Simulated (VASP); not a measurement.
A run of VASP 6.6.1:

The input INCAR:

```
PREC = Accurate ; ENCUT = 520
EDIFF = 1E-6 ; ISMEAR = 0
SIGMA = 0.1 ; LREAL = F
LASPH = T ; NELM = 60
ALGO = Fast ; ISIF = 2
LWAVE = F ; LCHARG = F
GGA = PE ; NBANDS = 40
```

File KPOINTS:

```
regular mesh
0
Gamma
  10 10 10
```

File POSCAR:

```
LiMo2
1.0
    0.0000000000      3.7102516145      3.7102516145
    3.7102516145      0.0000000000      3.7102516145
    3.7102516145      3.7102516145      0.0000000000
Li Mo
2 4
Direct
    0.0000000000      0.0000000000      0.0000000000
    0.2500000000      0.2500000000      0.2500000000
    0.6250000000      0.1250000000      0.6250000000
    0.6250000000      0.6250000000      0.1250000000
    0.1250000000      0.6250000000      0.6250000000
    0.6250000000      0.6250000000      0.6250000000
```

Potentials or basis: VASP PAW PBE potentials, release 64 (Li_sv, Mo_sv).

Launch:

```sh
$ cat potpaw_PBE.64/Li_sv/POTCAR potpaw_PBE.64/Mo_sv/POTCAR > POTCAR
$ mpirun -np 1 vasp_std > vasp.out
```

Hardware: 1 thread of Intel(R) Xeon(R) 6975P-C (Granite Rapids), with other jobs on the host.

**Question.** Estimate the wall time of this run.

**Answer.** Run time: 4.7 min on 1 thread of Intel(R) Xeon(R) 6975P-C (Granite Rapids), on a shared host, peak memory 0.33 GiB. Counts: scf iterations 38, k points 47.
